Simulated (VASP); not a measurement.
# SnSe2: single point with PBE

SnSe2:

```xyz
3
Lattice="3.8718 0.0031 -0.0030 1.9332 3.3547 0.0256 1.8704 0.6821 7.8364" Properties=species:S:1:pos:R:3 pbc="T T T"
Sn    0.0000    0.0000    0.0000
Se    5.7391    2.9333    6.2572
Se    1.9363    1.1065    1.6018
```

| Item | Value |
| --- | --- |
| Program | VASP 6.6.1 |
| Task | single point |
| Functional | PBE |
| Potentials or basis | VASP PAW PBE potentials, release 64 (Sn_d, Se) |
| Cutoff | 520 eV |
| k mesh | 8 × 8 × 4 |
| Occupations | gaussian, width 0.02 eV |
| Spin | no spin polarisation |

* Pressure: 0.0 GPa
* Largest force: 0.011 eV/Å
* Band gap on the k mesh: 0.71 eV (least direct gap 1.02 eV)

Forces in eV/Å, atoms in the order of the input:
```
Sn   0.000  0.000  0.000
Se   0.000  0.000 -0.011
Se   0.000  0.000  0.011
```

Levels at points of the mesh, in eV from the valence-band top:
```csv
k point,band 9,band 10,band 11,band 12,band 13,band 14,band 15,band 16,band 17,band 18
"(0.00, 0.00, 0.00)",-0.82,-0.47,-0.47,-0.10,-0.09,1.26,3.06,4.55,4.56,6.33
"(0.50, 0.00, 0.00)",-4.21,-2.21,-2.15,-0.75,-0.33,0.85,4.11,5.58,5.76,5.92
"(0.00, 0.50, 0.00)",-4.20,-2.23,-2.15,-0.73,-0.33,0.85,4.06,5.72,5.76,5.90
"(0.50, 0.50, 0.00)",-4.23,-2.20,-2.16,-0.56,-0.31,0.72,3.98,5.41,5.53,5.68
"(0.00, 0.00, 0.50)",-1.22,-0.48,-0.47,-0.09,-0.09,1.73,3.01,4.55,4.56,6.56
"(0.50, 0.00, 0.50)",-4.23,-2.19,-2.16,-0.56,-0.31,0.71,3.99,5.38,5.53,5.68
"(0.00, 0.50, 0.50)",-4.24,-2.16,-2.16,-0.59,-0.31,0.72,4.05,5.26,5.55,5.67
"(0.50, 0.50, 0.50)",-4.21,-2.20,-2.15,-0.76,-0.33,0.84,4.12,5.54,5.76,5.92
```

Wall time 2.3 min on 1 thread of AMD EPYC 9R45 96-Core Processor (Zen 5), on a shared host, peak memory 0.37 GiB.

Caveat: spin-orbit coupling is left out, which moves the levels of the heavy elements. A k mesh can miss the band edges.
